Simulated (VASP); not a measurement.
# GaN (Fm-3m) in VASP: settings compared

The runs below take GaN through single point, with LDA, PBE-based screened hybrid, PBE-based global hybrid.

Everything below comes from runs of VASP 6.6.1. Logs are shortened: lines on timing, memory, paths and dates and some standing lists are left out, and cuts for length are marked.

### 1 The cell of the first run

Symmetry: Fm-3m, No. 225, cubic system. The conventional cell has a = 4.217 Å, b = 4.217 Å, c = 4.217 Å, α = 90.00°, β = 90.00°, γ = 90.00°. Ga (site symmetry m-3m) has 6 N at 2.11 Å within 2.8 Å. Within 2.8 Å of N (site symmetry m-3m) lie 6 Ga at 2.11 Å.

### 2 Single point, LDA

The input, INCAR:

```
PREC     = Accurate       # precision mode
ENCUT    = 600            # plane-wave cutoff, eV
EDIFF    = 1E-6           # SCF threshold, eV
ISMEAR   = 0              # smearing method
SIGMA    = 0.01           # smearing width, eV
LREAL    = False          # projectors in reciprocal space
LASPH    = True           # aspherical terms in the spheres
NELM     = 120            # most SCF steps
ALGO     = Normal         # electronic algorithm
ISIF     = 2              # what is computed and relaxed
LWAVE    = False          # write WAVECAR
LCHARG   = False          # write CHGCAR
GGA      = CA             # functional
NBANDS   = 16             # bands
GGA_COMPAT= False
```

The input, KPOINTS:

```
regular mesh
0
Gamma
  8 8 8
```

The input, POSCAR:

```
GaN
1.0
    0.0000000000      2.1085153689      2.1085153689
    2.1085153689      0.0000000000      2.1085153689
    2.1085153689      2.1085153689      0.0000000000
Ga N
1 1
Direct
    0.5000000000      0.5000000000      0.5000000000
    0.0000000000      0.0000000000      0.0000000000
```

Potentials or basis: VASP PAW LDA potentials, release 64 (Ga_d, N).

Launch:

```
$ cat potpaw_LDA.64/Ga_d/POTCAR potpaw_LDA.64/N/POTCAR > POTCAR
$ mpirun -np 1 vasp_std > vasp.out
```

OUTCAR:

```text
PREC = Accurate
   ENCUT = 600
   EDIFF = 1E-6
   ISMEAR = 0
   LREAL = False
   LASPH = True
   NELM = 120
   ISIF = 2
   GGA = CA

 ion  position               nearest neighbor table
   1  0.500  0.500  0.500-   2 2.11   2 2.11   2 2.11   2 2.11   2 2.11   2 2.11
   2  0.000  0.000  0.000-   1 2.11   1 2.11   1 2.11   1 2.11   1 2.11   1 2.11

  LATTYP: Found a face centered cubic cell.
 ALAT       =     4.2170307378

  Lattice vectors:

 A1 = (   0.0000000000,   2.1085153689,   2.1085153689)
 A2 = (   2.1085153689,   0.0000000000,   2.1085153689)
 A3 = (   2.1085153689,   2.1085153689,   0.0000000000)

Analysis of symmetry for initial positions (statically):
=====================================================================
 Subroutine PRICEL returns:
 Original cell was already a primitive cell.

 Routine SETGRP: Setting up the symmetry group for a
 face centered cubic supercell.

 Subroutine GETGRP returns: Found 48 space group operations
 (whereof 48 operations were pure point group operations)
 out of a pool of 48 trial point group operations.

The static configuration has the point symmetry O_h .

Analysis of symmetry for dynamics (positions and initial velocities):
=====================================================================
 Subroutine PRICEL returns:
 Original cell was already a primitive cell.

 Routine SETGRP: Setting up the symmetry group for a
 face centered cubic supercell.

 Subroutine GETGRP returns: Found 48 space group operations
 (whereof 48 operations were pure point group operations)
 out of a pool of 48 trial point group operations.

The dynamic configuration has the point symmetry O_h .

 Subroutine INISYM returns: Found 48 space group operations
 (whereof 48 operations are pure point group operations),
 and found     1 'primitive' translations

----------------------------------------------------------------------------------------

                                     Primitive cell

  volume of cell :      18.7482

  direct lattice vectors                    reciprocal lattice vectors
     0.000000000  2.108515369  2.108515369    -0.237133676  0.237133676  0.237133676
     2.108515369  0.000000000  2.108515369     0.237133676 -0.237133676  0.237133676
     2.108515369  2.108515369  0.000000000     0.237133676  0.237133676 -0.237133676

  length of vectors
     2.981891031  2.981891031  2.981891031     0.410727575  0.410727575  0.410727575

  position of ions in fractional coordinates (direct lattice)
     0.500000000  0.500000000  0.500000000
     0.000000000  0.000000000  0.000000000

  ion indices of the primitive-cell ions
   primitive index   ion index
                 1           1
                 2           2

----------------------------------------------------------------------------------------

 KPOINTS: regular mesh

Automatic generation of k-mesh.
 Grid dimensions read from file:
 generate k-points for:    8    8    8

 Generating k-lattice:

  Cartesian coordinates                     Fractional coordinates (reciprocal lattice)
    -0.029641709  0.029641709  0.029641709     0.125000000  0.000000000  0.000000000
     0.029641709 -0.029641709  0.029641709     0.000000000  0.125000000  0.000000000
     0.029641709  0.029641709 -0.029641709     0.000000000  0.000000000  0.125000000

  Length of vectors
     0.051340947  0.051340947  0.051340947

  Shift w.r.t. Gamma in fractional coordinates (k-lattice)
     0.000000000  0.000000000  0.000000000

 Subroutine IBZKPT returns following result:
 ===========================================

 Found     29 irreducible k-points:

 Following reciprocal coordinates:
            Coordinates               Weight
  0.000000  0.000000  0.000000      1.000000
  0.125000  0.000000  0.000000      8.000000
  0.250000  0.000000  0.000000      8.000000
  0.375000  0.000000  0.000000      8.000000
  0.500000  0.000000  0.000000      4.000000
  0.125000  0.125000  0.000000      6.000000
[... 16 lines left out ...]
  0.500000  0.250000  0.125000     48.000000
 -0.375000  0.250000  0.125000     24.000000
 [... further k-points ...]
   k-points           NKPTS =     29   k-points in BZ     NKDIM =     29   number of bands    NBANDS=     16
   number of dos      NEDOS =    301   number of ions     NIONS =      2
   total plane-waves  NPLWV =  13824
   dimension x,y,z NGX =    24 NGY =   24 NGZ =   24
   dimension x,y,z NGXF=    48 NGYF=   48 NGZF=   48
   ions per type =               1   1
   NGX,Y,Z   is equivalent  to a cutoff of  13.38, 13.38, 13.38 a.u.
   NGXF,Y,Z  is equivalent  to a cutoff of  26.76, 26.76, 26.76 a.u.
 SYSTEM =  unknown system
   PREC   = accura    normal or accurate (medium, high low for compatibility)
   ISTART =      0    job   : 0-new  1-cont  2-samecut
   ICHARG =      2    charge: 1-file 2-atom 10-const
   ISPIN  =      1    spin polarized calculation?
   LNONCOLLINEAR =      F non collinear calculations
   LSORBIT =      F    spin-orbit coupling
   LASPH  =      T    aspherical Exc in radial PAW
   ENCUT  =  600.0 eV  44.10 Ry    6.64 a.u.   5.96  5.96  5.96*2*pi/ulx,y,z
   NELM   =    120;   NELMIN=  2; NELMDL= -5     # of ELM steps
   EDIFF  = 0.1E-05   stopping-criterion for ELM
   LREAL  =      F    real-space projection
[... 7 lines left out ...]
   TEBEG  =    0.0;   TEEND  =   0.0 temperature during run
   PSTRESS=    0.0 pullay stress
   NELECT =      18.0000    total number of electrons
   NUPDOWN=      -1.0000    fix difference up-down
   EMIN   =  10.00;   EMAX   =-10.00  energy-range for DOS
   EFERMI =   0.00;   METHOD = LEGACY
   ISMEAR =     0;   SIGMA  =   0.01  broadening in eV -4-tet -1-fermi 0-gaus
   EFERMI_NEDOS =   21; number of points for ismear=-14 and -15
   IALGO  =     38    algorithm
   IMIX   =      4    mixing-type and parameters
     AMIX     =   0.40;   BMIX     =  1.00
     AMIX_MAG =   1.60;   BMIX_MAG =  1.00
  volume/ion in A,a.u.               =       9.37        63.26
  Fermi-wavevector in a.u.,A,eV,Ry     =   1.615024  3.051952 35.488097  2.608302
  Thomas-Fermi vector in A             =   2.709838
   LORBIT       =      0    0 simple, 1 ext, 2 COOP (PROOUT), +10 PAW based schemes
   GGA     = CA    functional components
   LHFCALC =     F    Hartree Fock is set to
   AEXX    =    0.0000 exact exchange contribution
   IVDW    =     0    specifies the selected vdW correction
   LEPSILON=     F    determine dielectric tensor
   LRPA    =     F    only Hartree local field effects (RPA)
 non-spin polarized calculation
 Gauss-broadening in eV      SIGMA  =   0.01
  energy-cutoff  :      600.00
  volume of cell :       18.75
 maximum number of plane-waves:       638
   NGX = 11   NGY = 11   NGZ = 11

 number of electron      18.0000008 magnetization

 Free energy of the ion-electron system (eV)
  ---------------------------------------------------
  ext. energy  EPLUGINS =         0.00000000
  ---------------------------------------------------
  free energy    TOTEN  =       -13.07640598 eV

  energy without entropy =      -13.07640598  energy(sigma->0) =      -13.07640598

 E-fermi :   7.8386     XC(G=0): -13.5181

 val. band max:        7.7493958268   @ k =  -0.2500   0.1250   0.0000
 cond. band min:       8.2223795339   @ k =   0.5000   0.5000   0.0000
 fundamental gap:      0.4729837071
 Fermi energy:         7.8385519102

 k-point     1 :       0.0000    0.0000    0.0000
  band No.  band energies     occupation
      1      -9.5027      2.00000
      2      -6.3316      2.00000
      3      -6.3316      2.00000
      4      -6.3316      2.00000
      5      -6.2324      2.00000
      6      -6.2324      2.00000
[... 8 lines left out ...]
     15      23.3866      0.00000
     16      23.3866      0.00000

 k-point     2 :       0.1250    0.0000    0.0000
  band No.  band energies     occupation
      1      -9.1928      2.00000
      2      -6.3437      2.00000
      3      -6.3205      2.00000
      4      -6.3205      2.00000
      5      -6.2479      2.00000
      6      -6.2479      2.00000
[... 8 lines left out ...]
     15      23.8400      0.00000
     16      23.8400      0.00000

 k-point     3 :       0.2500    0.0000    0.0000
  band No.  band energies     occupation
      1      -8.3152      2.00000
      2      -6.3767      2.00000
      3      -6.3767      2.00000
      4      -6.3703      2.00000
      5      -6.2010      2.00000
      6      -6.2010      2.00000
[... 8 lines left out ...]
     15      25.5817      0.00000
     16      25.5817      0.00000

 k-point     4 :       0.3750    0.0000    0.0000
  band No.  band energies     occupation
      1      -7.1181      2.00000
      2      -6.4569      2.00000
      3      -6.4569      2.00000
      4      -6.3780      2.00000
      5      -6.1280      2.00000
      6      -6.1280      2.00000
[... 8 lines left out ...]
     15      28.3024      0.00000
     16      28.3024      0.00000

 k-point     5 :       0.5000    0.0000    0.0000
  band No.  band energies     occupation
      1      -6.5490      2.00000
      2      -6.4907      2.00000
      3      -6.4907      2.00000
      4      -6.2271      2.00000
      5      -6.0966      2.00000
      6      -6.0966      2.00000
[... 8 lines left out ...]
     15      30.8421      0.00000
     16      30.8421      0.00000

 k-point     6 :       0.1250    0.1250    0.0000
  band No.  band energies     occupation
      1      -9.1024      2.00000
      2      -6.3591      2.00000
      3      -6.2976      2.00000
      4      -6.2976      2.00000
      5      -6.2976      2.00000
      6      -6.2157      2.00000
[... 8 lines left out ...]
     15      26.3596      0.00000
     16      26.3596      0.00000

 k-point     7 :       0.2500    0.1250    0.0000
  band No.  band energies     occupation
      1      -8.4691      2.00000
      2      -6.3862      2.00000
      3      -6.3518      2.00000
      4      -6.3007      2.00000
      5      -6.2096      2.00000
      6      -6.1788      2.00000
[... 8 lines left out ...]
     15      26.7175      0.00000
     16      27.6782      0.00000

 k-point     8 :       0.3750    0.1250    0.0000
  band No.  band energies     occupation
      1      -7.5654      2.00000
      2      -6.4423      2.00000
      3      -6.3718      2.00000
      4      -6.3215      2.00000
      5      -6.1141      2.00000
      6      -5.9601      2.00000
[... 8 lines left out ...]
     15      27.3600      0.00000
     16      29.6799      0.00000

 k-point     9 :       0.5000    0.1250    0.0000
  band No.  band energies     occupation
      1      -7.0445      2.00000
      2      -6.4907      2.00000
      3      -6.4381      2.00000
      4      -6.2521      2.00000
      5      -6.0909      2.00000
      6      -5.4262      2.00000
[... 8 lines left out ...]
     15      28.3829      0.00000
     16      30.9751      0.00000
[... 172 lines left out ...]
 k-point    19 :       0.5000    0.3750    0.0000
  band No.  band energies     occupation
      1      -7.8853      2.00000
      2      -6.4909      2.00000
      3      -6.1702      2.00000
      4      -6.0973      2.00000
      5      -6.0570      2.00000
      6      -3.6232      2.00000
[... 8 lines left out ...]
     15      33.6787      0.00000
     16      35.3842      0.00000

 k-point    20 :      -0.3750    0.3750    0.0000
  band No.  band energies     occupation
      1      -7.6854      2.00000
      2      -6.4423      2.00000
      3      -6.2583      2.00000
      4      -6.1811      2.00000
      5      -6.0781      2.00000
      6      -3.4976      2.00000
[... 8 lines left out ...]
     15      30.7603      0.00000
     16      32.8633      0.00000

 k-point    21 :       0.5000    0.5000    0.0000
  band No.  band energies     occupation
      1      -7.9896      2.00000
      2      -6.5206      2.00000
      3      -6.1185      2.00000
      4      -6.0411      2.00000
      5      -6.0411      2.00000
      6      -3.0819      2.00000
[... 8 lines left out ...]
     15      35.4174      0.00000
     16      35.8665      0.00000

 k-point    22 :       0.3750    0.2500    0.1250
  band No.  band energies     occupation
      1      -7.9013      2.00000
      2      -6.4011      2.00000
      3      -6.3442      2.00000
      4      -6.2719      2.00000
      5      -6.2023      2.00000
      6      -5.9233      2.00000
[... 8 lines left out ...]
     15      28.9280      0.00000
     16      29.3409      0.00000

 k-point    23 :       0.5000    0.2500    0.1250
  band No.  band energies     occupation
      1      -7.4535      2.00000
      2      -6.4219      2.00000
      3      -6.3603      2.00000
      4      -6.2815      2.00000
      5      -6.1249      2.00000
      6      -5.2059      2.00000
[... 8 lines left out ...]
     15      28.9235      0.00000
     16      30.4611      0.00000

 k-point    24 :      -0.3750    0.2500    0.1250
  band No.  band energies     occupation
      1      -7.3295      2.00000
      2      -6.4490      2.00000
      3      -6.3611      2.00000
      4      -6.2778      2.00000
      5      -6.0932      2.00000
      6      -4.5989      2.00000
[... 8 lines left out ...]
     15      26.7060      0.00000
     16      31.3581      0.00000

 [... further k-points ...]
[... 5 lines left out ...]
  --------------------------------------------------------------------------------------
  -------------------------------------------------------------------------------------
  Total       -0.5791913     -0.5791913     -0.5791913      0.0000000      0.0000000     -0.0000000
  in kB      -49.4962509    -49.4962509    -49.4962509      0.0000000      0.0000000     -0.0000000
  external PRESSURE =     -49.4962509 kB  Pullay stress =       0.0000000 kB

 VOLUME and BASIS-vectors are now :
 -----------------------------------------------------------------------------
  energy-cutoff  :      600.00
  volume of cell :       18.75
      direct lattice vectors                 reciprocal lattice vectors
     0.000000000  2.108515369  2.108515369    -0.237133676  0.237133676  0.237133676
     2.108515369  0.000000000  2.108515369     0.237133676 -0.237133676  0.237133676
     2.108515369  2.108515369  0.000000000     0.237133676  0.237133676 -0.237133676

 POSITION                                       TOTAL-FORCE (eV/Angst)
 -----------------------------------------------------------------------------------
      2.10852      2.10852      2.10852         0.000000     -0.000000      0.000000
      0.00000      0.00000      0.00000        -0.000000      0.000000     -0.000000
 -----------------------------------------------------------------------------------
    total drift:                                0.000000     -0.000000      0.000000

  FREE ENERGIE OF THE ION-ELECTRON SYSTEM (eV)
  ---------------------------------------------------
  free  energy   TOTEN  =       -13.0764059771 eV

  energy  without entropy=      -13.0764059771  energy(sigma->0) =      -13.07640598
```

It took 4 s on 1 thread of Intel Xeon 6975P-C (Granite Rapids), shared host; peak memory 0.13 GiB.

What came out:

```
Free energy            : -13.0764 eV
Pressure               : -4.9 GPa
Band gap on the k mesh : 0.47 eV, indirect (least direct gap 2.92 eV)
```

(Part 1 of 2 ends here.)
